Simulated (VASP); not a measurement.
# Co (P6_3/mmc) in VASP: a series of runs, part 2 of 2

VASP 6.6.1.

## Step 3: Single point, LDA, collinear spin, ferromagnetic start (9.21 Å³/atom)

Input file INCAR:

```
ALGO = Normal ; EDIFF = 1E-6
ENCUT = 520 ; ISIF = 2
ISMEAR = -1 ; ISPIN = 2
LASPH = T ; LCHARG = F
LMAXMIX = 4 ; LORBIT = 11
LREAL = F ; LWAVE = F
MAGMOM = -1.558 -1.558 ; NBANDS = 20
NELM = 150 ; PREC = Accurate
SIGMA = 0.05
```

Input file KPOINTS:

```
k-points
0
Gamma
  24 24 13
```

Input file POSCAR:

```
Co
1.0
    2.3608590821      0.0000000000      0.0000000000
   -1.1804295410      2.0445639399      0.0000000000
    0.0000000000      0.0000000000      3.8154737187
Co
2
Direct
    0.3333333333      0.6666666667      0.2500000000
    0.6666666667      0.3333333333      0.7500000000
```

Potentials or basis: VASP PAW LDA potentials, release 64 (Co).

On the command line:

```console
> cat potpaw_LDA.64/Co/POTCAR > POTCAR
> mpirun -np 1 vasp_std > vasp.out
```

OUTCAR:

```text
EDIFF = 1E-6
   ENCUT = 520
   ISIF = 2
   ISMEAR = -1
   ISPIN = 2
   LASPH = T
   LORBIT = 11
   LREAL = F
   NELM = 150
   PREC = Accurate

 ion  position               nearest neighbor table
   1  0.333  0.667  0.250-   2 2.34   2 2.34   2 2.34   2 2.34   2 2.34   2 2.34
   2  0.667  0.333  0.750-   1 2.34   1 2.34   1 2.34   1 2.34   1 2.34   1 2.34

  LATTYP: Found a hexagonal cell.
 ALAT       =     2.3608590821
 C/A-ratio  =     1.6161378490

  Lattice vectors:

 A1 = (   2.3608590821,   0.0000000000,   0.0000000000)
 A2 = (  -1.1804295410,   2.0445639399,   0.0000000000)
 A3 = (   0.0000000000,   0.0000000000,   3.8154737187)

Analysis of symmetry for initial positions (statically):
=====================================================================
 Subroutine PRICEL returns:
 Original cell was already a primitive cell.

 Routine SETGRP: Setting up the symmetry group for a
 hexagonal supercell.

 Subroutine GETGRP returns: Found 24 space group operations
 (whereof 12 operations were pure point group operations)
 out of a pool of 24 trial point group operations.

The static configuration has the point symmetry D_3d.
 The point group associated with its full space group is D_6h.

Analysis of symmetry for dynamics (positions and initial velocities):
=====================================================================
 Subroutine PRICEL returns:
 Original cell was already a primitive cell.

 Routine SETGRP: Setting up the symmetry group for a
 hexagonal supercell.

 Subroutine GETGRP returns: Found 24 space group operations
 (whereof 12 operations were pure point group operations)
 out of a pool of 24 trial point group operations.

The dynamic configuration has the point symmetry D_3d.
 The point group associated with its full space group is D_6h.

Analysis of structural, dynamic, and magnetic symmetry:
=====================================================================
 Subroutine PRICEL returns:
 Original cell was already a primitive cell.

 Routine SETGRP: Setting up the symmetry group for a
 hexagonal supercell.

 Subroutine GETGRP returns: Found 24 space group operations
 (whereof 12 operations were pure point group operations)
 out of a pool of 24 trial point group operations.

The overall configuration has the point symmetry D_3d.
 The point group associated with its full space group is D_6h.

 Subroutine INISYM returns: Found 24 space group operations
 (whereof 12 operations are pure point group operations),
 and found     1 'primitive' translations

----------------------------------------------------------------------------------------

                                     Primitive cell

  volume of cell :      18.4170

  direct lattice vectors                    reciprocal lattice vectors
     2.360859082  0.000000000  0.000000000     0.423574625  0.244550924  0.000000000
    -1.180429541  2.044563940  0.000000000     0.000000000  0.489101847  0.000000000
     0.000000000  0.000000000  3.815473719     0.000000000  0.000000000  0.262090653

  length of vectors
     2.360859082  2.360859082  3.815473719     0.489101847  0.489101847  0.262090653

[... 70 lines left out ...]
 SYSTEM =  unknown system
   PREC   = accura    normal or accurate (medium, high low for compatibility)
   ISTART =      0    job   : 0-new  1-cont  2-samecut
   ICHARG =      2    charge: 1-file 2-atom 10-const
   ISPIN  =      2    spin polarized calculation?
   LNONCOLLINEAR =      F non collinear calculations
   LSORBIT =      F    spin-orbit coupling
   LASPH  =      T    aspherical Exc in radial PAW
   ENCUT  =  520.0 eV  38.22 Ry    6.18 a.u.   4.39  4.39  7.09*2*pi/ulx,y,z
   NELM   =    150;   NELMIN=  2; NELMDL= -5     # of ELM steps
   EDIFF  = 0.1E-05   stopping-criterion for ELM
   LREAL  =      F    real-space projection
   EDIFFG = 0.1E-04   stopping-criterion for IOM
   NSW    =      0    number of steps for IOM
   IBRION =     -1    ionic relax: 0-MD 1-quasi-New 2-CG
   NFREE  =      0    steps in history (QN), initial steepest desc. (CG)
   ISIF   =      2    stress and relaxation
   ISYM   =      2    0-nonsym 1-usesym 2-fastsym
   POTIM  = 0.5000    time-step for ionic-motion
   TEBEG  =    0.0;   TEEND  =   0.0 temperature during run
   PSTRESS=    0.0 pullay stress
   NELECT =      18.0000    total number of electrons
   NUPDOWN=      -1.0000    fix difference up-down
   EMIN   =  10.00;   EMAX   =-10.00  energy-range for DOS
   EFERMI =   0.00;   METHOD = LEGACY
   ISMEAR =    -1;   SIGMA  =   0.05  broadening in eV -4-tet -1-fermi 0-gaus
   EFERMI_NEDOS =   21; number of points for ismear=-14 and -15
   IALGO  =     38    algorithm
   IMIX   =      4    mixing-type and parameters
     AMIX     =   0.40;   BMIX     =  1.00
     AMIX_MAG =   1.60;   BMIX_MAG =  1.00
  volume/ion in A,a.u.               =       9.21        62.14
  Fermi-wavevector in a.u.,A,eV,Ry     =   1.624648  3.070139 35.912317  2.639481
  Thomas-Fermi vector in A             =   2.717900
   LORBIT       =     11    0 simple, 1 ext, 2 COOP (PROOUT), +10 PAW based schemes
   GGA     = CA    functional components
   LHFCALC =     F    Hartree Fock is set to
   AEXX    =    0.0000 exact exchange contribution
   IVDW    =     0    specifies the selected vdW correction
   LEPSILON=     F    determine dielectric tensor
   LRPA    =     F    only Hartree local field effects (RPA)
 spin polarized calculation
  energy-cutoff  :      520.00
  volume of cell :       18.42
 maximum number of plane-waves:       527
 NGX is ok and might be reduce to    18
   NGX =  9   NGY =  9   NGZ = 15

 number of electron      18.0000012 magnetization      -2.6176009

 Free energy of the ion-electron system (eV)
  ---------------------------------------------------
  ext. energy  EPLUGINS =         0.00000000
  ---------------------------------------------------
  free energy    TOTEN  =       -16.14858131 eV

  energy without entropy =      -16.12283887  energy(sigma->0) =      -16.13571009

 E-fermi :  12.4522     XC(G=0): -14.7297

 val. band max:       12.4514673060   @ k =   0.3333   0.2083   0.3077
 cond. band min:      12.4526354396   @ k =   0.2917   0.2500   0.3077
 fundamental gap:      0.0011681336
 Fermi energy:        12.4522216611

 spin component 1

 k-point     1 :       0.0000    0.0000    0.0000
  band No.  band energies     occupation
      1       2.7572      1.00000
      2       7.3364      1.00000
      3      10.9672      1.00000
      4      10.9840      1.00000
      5      10.9840      1.00000
      6      11.4466      1.00000
[... 541 lines left out ...]
     19      38.6987      0.00000
     20      40.2563      0.00000

 [... further k-points ...]

 spin component 2

 k-point     1 :       0.0000    0.0000    0.0000
  band No.  band energies     occupation
      1       2.5770      1.00000
      2       6.5719      1.00000
      3       9.7588      1.00000
      4       9.7850      1.00000
      5       9.7850      1.00000
      6      10.2058      1.00000
[... 541 lines left out ...]
     19      38.2129      0.00000
     20      39.9157      0.00000

 [... further k-points ...]

------------------------ aborting loop because EDIFF is reached ----------------------------------------

  FORCE on cell =-STRESS in cart. coord.  units (eV):
  Direction    XX          YY          ZZ          XY          YZ          ZX
  --------------------------------------------------------------------------------------
  -------------------------------------------------------------------------------------
  Total        2.8292589      2.8292589      2.6729089      0.0000000     -0.0000000      0.0000000
  in kB      246.1297097    246.1297097    232.5281330      0.0000000     -0.0000000      0.0000000
  external PRESSURE =     241.5958508 kB  Pullay stress =       0.0000000 kB

 VOLUME and BASIS-vectors are now :
 -----------------------------------------------------------------------------
  energy-cutoff  :      520.00
  volume of cell :       18.42
      direct lattice vectors                 reciprocal lattice vectors
     2.360859082  0.000000000  0.000000000     0.423574625  0.244550924  0.000000000
    -1.180429541  2.044563940  0.000000000     0.000000000  0.489101847  0.000000000
     0.000000000  0.000000000  3.815473719     0.000000000  0.000000000  0.262090653

 POSITION                                       TOTAL-FORCE (eV/Angst)
 -----------------------------------------------------------------------------------
     -0.00000      1.36304      0.95387         0.000000      0.000000      0.000000
      1.18043      0.68152      2.86161        -0.000000      0.000000      0.000000
 -----------------------------------------------------------------------------------
    total drift:                                0.000000     -0.000000     -0.000000

  FREE ENERGIE OF THE ION-ELECTRON SYSTEM (eV)
  ---------------------------------------------------
  free  energy   TOTEN  =       -16.1485813062 eV

  energy  without entropy=      -16.1228388682  energy(sigma->0) =      -16.13571009

 total charge

# of ion       s       p       d       tot
------------------------------------------
    1        0.563   0.676   7.413   8.652
    2        0.563   0.676   7.413   8.652
--------------------------------------------------
tot          1.127   1.352  14.826  17.305

 magnetization (x)

# of ion       s       p       d       tot
------------------------------------------
    1        0.012   0.036  -1.341  -1.293
    2        0.012   0.036  -1.341  -1.293
--------------------------------------------------
tot          0.024   0.072  -2.681  -2.585
```

stdout:

```text
POSCAR found type information on POSCAR Co
 POSCAR found :  1 types and       2 ions
 scaLAPACK will be used
 LDA part: xc-table for (Slater(with rela. corr.)+CA(PZ))
 , standard interpolation
 POSCAR, INCAR and KPOINTS ok, starting setup
 FFT: planning ... GRIDC
 FFT: planning ... GRID_SOFT
 FFT: planning ... GRID
 WAVECAR not read
 entering main loop
```

It took 1.9 min on 1 thread of AMD EPYC 9R45 (Zen 5), shared host; peak memory 0.27 GiB.

What came out:

```
Free energy                                           : -16.1486 eV
Pressure                                              : 24.2 GPa
Net moment                                            : -2.62 μB per cell
Site moments                                          : Co -1.29 μB
Valence electrons inside the program's atomic spheres : Co 8.65
```

Caveat: the cell stands under pressure.

## Step 4: Single point, LDA, collinear spin, ferromagnetic start

This run uses another cell than the first one, of 10.01 Å³/atom.

Input file INCAR:

```
SYSTEM = Co
ALGO = Normal
EDIFF = 1E-6
ENCUT = 690
GGA = CA
GGA_COMPAT = .False.
ISIF = 2
ISMEAR = 0
ISPIN = 2
LASPH = .True.
LCHARG = .True.
LELF = .True.
LMAXMIX = 4
LORBIT = 11
LREAL = .False.
LVHAR = .True.
LWAVE = .False.
MAGMOM = 1.558 1.558
NBANDS = 28
NELM = 200
PREC = Accurate
SIGMA = 0.03
```

Input file KPOINTS:

```
k-points
0
Gamma
  15 15 8
  0 0 0
```

Input file POSCAR:

```
Co
1.0
    2.4273810165      0.0000000000      0.0000000000
   -1.2136905082      2.1021736250      0.0000000000
    0.0000000000      0.0000000000      3.9230481332
Co
2
Direct
    0.3333333333      0.6666666667      0.2500000000
    0.6666666667      0.3333333333      0.7500000000
```

Potentials or basis: VASP PAW LDA potentials, release 64 (Co_sv).

On the command line:

```console
> cat potpaw_LDA.64/Co_sv/POTCAR > POTCAR
> mpirun -np 1 vasp_std > vasp.out
```

Wall time 3.1 min (1 thread of Intel Xeon Platinum 8259CL at 2.50GHz (Skylake/Cascade Lake), shared host); peak memory 0.25 GiB.

It converged, with:

- Free energy: -16.3536 eV
- Pressure: -1.1 GPa
- Net moment: 3.02 μB per cell
- Site moments: Co +1.54 μB
- Valence electrons inside the program's atomic spheres: Co 15.14

Stress tensor (GPa, compression positive):
```
-0.75  0.00  0.00
 0.00 -0.75  0.00
 0.00  0.00 -1.81
```

Levels at points of the mesh, in eV from the Fermi level:
Spin up:
```tsv
k point	band 15	band 16	band 17	band 18	band 19	band 20	band 21	band 22
(0.00, 0.00, 0.00)	-2.22	-1.81	-1.81	-0.53	-0.53	-0.18	7.16	22.52
(0.00, 0.00, 0.50)	-2.66	-2.66	-0.89	-0.89	-0.89	-0.89	15.92	15.92
```
Spin down:
| k point | band 11 | band 12 | band 13 | band 14 | band 15 | band 16 | band 17 | band 18 | band 19 | band 20 |
| --- | --- | --- | --- | --- | --- | --- | --- | --- | --- | --- |
| (0.00, 0.00, 0.00) | -1.21 | -1.19 | -1.19 | -0.78 | -0.78 | -0.31 | -0.31 | -0.01 | 1.07 | 1.07 |
| (0.00, 0.00, 0.50) | -1.79 | -1.79 | -1.27 | -1.27 | -1.27 | -1.27 | 0.69 | 0.69 | 0.69 | 0.69 |

## Step 5: Single point, LDA, collinear spin, ferromagnetic start

This run uses another cell than the first one, of 10.01 Å³/atom.

Input file INCAR:

```
ALGO = Normal ; EDIFF = 1E-7
ENCUT = 520 ; GGA = CA
ISIF = 2 ; ISMEAR = 1
ISPIN = 2 ; LASPH = T
LCHARG = F ; LMAXMIX = 4
LORBIT = 11 ; LREAL = F
LWAVE = F ; MAGMOM = 1.558 1.558
NBANDS = 20 ; NELM = 150
PREC = Accurate ; SIGMA = 1.0
```

Input file KPOINTS:

```
k-points
0
Gamma
  15 15 8
```

POSCAR is that of step 4.

Potentials or basis: VASP PAW LDA potentials, release 64 (Co).

On the command line:

```console
> cat potpaw_LDA.64/Co/POTCAR > POTCAR
> mpirun -np 1 vasp_std > vasp.out
```

OUTCAR:

```text
EDIFF = 1E-7
   ENCUT = 520
   GGA = CA
   ISIF = 2
   ISMEAR = 1
   ISPIN = 2
   LASPH = T
   LORBIT = 11
   LREAL = F
   NELM = 150
   PREC = Accurate

 ion  position               nearest neighbor table
   1  0.333  0.667  0.250-   2 2.41   2 2.41   2 2.41   2 2.41   2 2.41   2 2.41
   2  0.667  0.333  0.750-   1 2.41   1 2.41   1 2.41   1 2.41   1 2.41   1 2.41

  LATTYP: Found a hexagonal cell.
 ALAT       =     2.4273810165
 C/A-ratio  =     1.6161649558

  Lattice vectors:

 A1 = (   2.4273810165,   0.0000000000,   0.0000000000)
 A2 = (  -1.2136905082,   2.1021736250,   0.0000000000)
 A3 = (   0.0000000000,   0.0000000000,   3.9230481332)

Analysis of symmetry for initial positions (statically):
=====================================================================
 Subroutine PRICEL returns:
 Original cell was already a primitive cell.

[... 754 lines left out ...]
      1       1.8623      1.00000
      2       6.3076      1.00000
      3       9.5467      1.02577
      4       9.5780      1.02719
      5       9.5780      1.02719
      6       9.9757      1.03321
[... 541 lines left out ...]
     19      32.0176      0.00000
     20      41.7565      0.00000

 [... further k-points ...]

------------------------ aborting loop because EDIFF is reached ----------------------------------------

  FORCE on cell =-STRESS in cart. coord.  units (eV):
  Direction    XX          YY          ZZ          XY          YZ          ZX
  --------------------------------------------------------------------------------------
  -------------------------------------------------------------------------------------
  Total       -0.9346814     -0.9346814     -1.1431370     -0.0000000      0.0000000      0.0000000
  in kB      -74.8073049    -74.8073049    -91.4910695     -0.0000000      0.0000000      0.0000000
  external PRESSURE =     -80.3685598 kB  Pullay stress =       0.0000000 kB

 VOLUME and BASIS-vectors are now :
 -----------------------------------------------------------------------------
  energy-cutoff  :      520.00
  volume of cell :       20.02
      direct lattice vectors                 reciprocal lattice vectors
     2.427381017  0.000000000  0.000000000     0.411966639  0.237849050  0.000000000
    -1.213690508  2.102173625  0.000000000     0.000000000  0.475698100  0.000000000
     0.000000000  0.000000000  3.923048133     0.000000000  0.000000000  0.254903831

 POSITION                                       TOTAL-FORCE (eV/Angst)
 -----------------------------------------------------------------------------------
     -0.00000      1.40145      0.98076         0.000000     -0.000000      0.000000
      1.21369      0.70072      2.94229        -0.000000      0.000000      0.000000
 -----------------------------------------------------------------------------------
    total drift:                                0.000000      0.000000     -0.000000

  FREE ENERGIE OF THE ION-ELECTRON SYSTEM (eV)
  ---------------------------------------------------
  free  energy   TOTEN  =       -16.2135624611 eV

  energy  without entropy=      -16.1011430804  energy(sigma->0) =      -16.17608933

 total charge

# of ion       s       p       d       tot
------------------------------------------
    1        0.520   0.587   7.340   8.448
    2        0.520   0.587   7.340   8.448
--------------------------------------------------
tot          1.041   1.174  14.681  16.896

 magnetization (x)

# of ion       s       p       d       tot
------------------------------------------
    1       -0.008  -0.024   0.921   0.889
    2       -0.008  -0.024   0.921   0.889
--------------------------------------------------
tot         -0.016  -0.048   1.842   1.778
```

stdout:

```text
POSCAR found type information on POSCAR Co
 POSCAR found :  1 types and       2 ions
 scaLAPACK will be used
 LDA part: xc-table for (Slater(with rela. corr.)+CA(PZ))
 , standard interpolation
 POSCAR, INCAR and KPOINTS ok, starting setup
 FFT: planning ... GRIDC
 FFT: planning ... GRID_SOFT
 FFT: planning ... GRID
 WAVECAR not read
 entering main loop
```

Run time: 59 s. Hardware: 1 thread of Intel Xeon 6975P-C (Granite Rapids), shared host; peak memory 0.18 GiB.

What came out:

| Quantity | Value |
| --- | --- |
| Free energy | -16.2136 eV |
| Pressure | -8.0 GPa |
| Net moment | 1.78 μB per cell |
| Site moments | Co +0.89 μB |
| Valence electrons inside the program's atomic spheres | Co 8.45 |

Caveat: the cell stands under tension; so wide a smearing shifts energies and pressures.

## Step 6: Summary

| potentials or basis | cell | k mesh | cutoff (eV) | smearing | gap on the mesh (eV) | pressure (GPa) | moment (μB) |
| --- | --- | --- | --- | --- | --- | --- | --- |
| VASP PAW LDA potentials, release 64 (Co) | a = 2.361, b = 2.361, c = 3.816 Å, angles 90.0, 90.0, 120.0°, 2 atoms | 24 × 24 × 13 | 520 | fermi-dirac 0.05 eV | none | 24.1 | 2.62 |
| VASP PAW LDA potentials, release 64 (Co) | a = 2.361, b = 2.361, c = 3.815 Å, angles 90.0, 90.0, 120.0°, 2 atoms | 24 × 24 × 13 | 520 | fermi-dirac 0.05 eV | none | 24.2 | 2.62 |
| VASP PAW LDA potentials, release 64 (Co_sv) | a = 2.427, b = 2.427, c = 3.923 Å, angles 90.0, 90.0, 120.0°, 2 atoms | 15 × 15 × 8 | 690 | gaussian 0.03 eV | none | -1.1 | 3.02 |
| VASP PAW LDA potentials, release 64 (Co) | a = 2.427, b = 2.427, c = 3.923 Å, angles 90.0, 90.0, 120.0°, 2 atoms | 15 × 15 × 8 | 520 | methfessel-paxton 1 eV | none | -8.0 | 1.78 |

Alike in all rows: task single point; level LDA; spin collinear, ferromagnetic start.

Caveats: the cell stands under pressure (at least some runs); the cell stands under tension (at least some runs); so wide a smearing shifts energies and pressures (at least some runs).

Total energies depend on the potentials used, so only differences within one code and one set of settings carry meaning.
